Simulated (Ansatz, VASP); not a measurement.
**One calculation of ZrS, two programs**

```xyz
2
Lattice="0.0000 2.6250 2.6250 2.6250 0.0000 2.6250 2.6250 2.6250 0.0000" Properties=species:S:1:pos:R:3 pbc="T T T"
Zr    0.0000    0.0000    0.0000
S     2.6250    2.6250    2.6250
```

Alike in both runs: task single point; functional r2SCAN; k mesh 14 × 14 × 14; occupations tetrahedron; no spin polarisation.

```csv
,VASP,Ansatz
version,VASP 6.6.1,Ansatz 0.2.0
potentials or method,"VASP PAW PBE potentials, release 64 (Zr_sv, S), cutoff 520 eV","scalar-relativistic, plane waves, PAW"
valence electrons in the cell,18,18
```

|  | VASP | Ansatz | Ansatz less VASP |
| --- | --- | --- | --- |
| gap on the k mesh at the Fermi level (eV) | none | none | - |
| pressure (GPa) | -2.0 | -2.0 | +0.01 |

VASP's potentials were made for PBE, not for r2SCAN. A gap of «none» marks a metal or a gap that the smearing closes. The functional is the same, so the differences come from potentials, cutoffs and numerics. Ansatz's warnings: band table not solved further, tetrahedron derivatives may miss energy slope.
